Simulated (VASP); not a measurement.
CaSe, 2 atoms in the cell. Symmetry: I4/mmm, No. 139, tetragonal system. The conventional cell has a = 4.169 Å, b = 4.169 Å, c = 5.948 Å, α = 90.00°, β = 90.00°, γ = 90.00°. Within 3.9 Å of Ca (site symmetry 4/mmm) lie 6 Se at 2.95 to 2.97 Å. Se (site symmetry 4/mmm) has 6 Ca at 2.95 to 2.97 Å within 3.9 Å.  This cell differs from its parent crystal: epitaxial xy strain -0.7%.

* Program: VASP 6.6.1
* Task: single point
* Functional: PBE
* Potentials or basis: VASP PAW PBE potentials, release 64 (Ca_sv, Se)
* Cutoff: 520 eV
* k mesh: 4 × 4 × 4
* Occupations: gaussian, width 0.01 eV
* Spin: no spin polarisation
* Dipole correction: no
* Further INCAR settings: ALGO = Normal; EDIFF = 1e-07; NBANDS = 15

Potentials or basis: VASP PAW PBE potentials, release 64 (Ca_sv, Se).

The run is started by

```bash
$ cat potpaw_PBE.64/Ca_sv/POTCAR potpaw_PBE.64/Se/POTCAR > POTCAR
$ mpirun -np 1 vasp_std > vasp.out
```

Hardware: 1 thread of AMD EPYC 7R13, with other jobs on the host.

**Question.** Estimate the wall time of this run.

**Answer.** It took 36 s on 1 thread of AMD EPYC 7R13, on a shared host, peak memory 0.14 GiB. Counts: scf iterations 14, k points 13.
